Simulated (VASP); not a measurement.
Runs of VASP 6.6.1 on BAs. The structure is that of space group F-43m (No. 216), or close to it. The cells are those of the table. 

```tsv
task	level	cell	cutoff (eV)	gap on the mesh (eV)	pressure (GPa)
single point	PBE	a = 3.259 Å, angles 60.0°, 2 atoms	520	1.06	23.0
single point	PBE	a = 3.510 Å, angles 60.0°, 2 atoms	520	1.29	-9.9
single point	PBE	a = 3.467 Å, angles 60.0°, 2 atoms	520	1.25	-6.3
single point	PBE	a = 3.366 Å, angles 60.0°, 2 atoms	520	1.16	(c)
single point	PBE	a = 3.295 Å, angles 60.0°, 2 atoms	520	1.10	16.0
single point	PBE	a = 3.331 Å, angles 60.0°, 2 atoms	520	1.13	10.1
single point	PBE	a = 3.400 Å, angles 60.0°, 2 atoms	520	1.20	0.6
single point	PBE	a = 3.434 Å, angles 60.0°, 2 atoms	520	1.23	(b)
relaxation of cell and atoms	PBE	relaxed from a = 3.400 Å, angles 60.0°, 2 atoms	600	1.20	0.0
single point	r2SCAN	a = 3.400 Å, angles 60.0°, 2 atoms	520	1.39	(a)
```

Alike in all rows: potentials or basis VASP PAW PBE potentials, release 64 (B, As); no spin polarisation.

Task: Estimate the missing entries.

Result: (a) -1.9; (b) -3.1; (c) 5.0.

Caveats: the cell stands under pressure (at least some runs); the cell stands under tension (at least some runs); the PAW data sets were made with another functional, which shifts forces and pressure a little (at least some runs).

A k mesh can miss the band edges, and the runs leave out spin-orbit coupling on As.
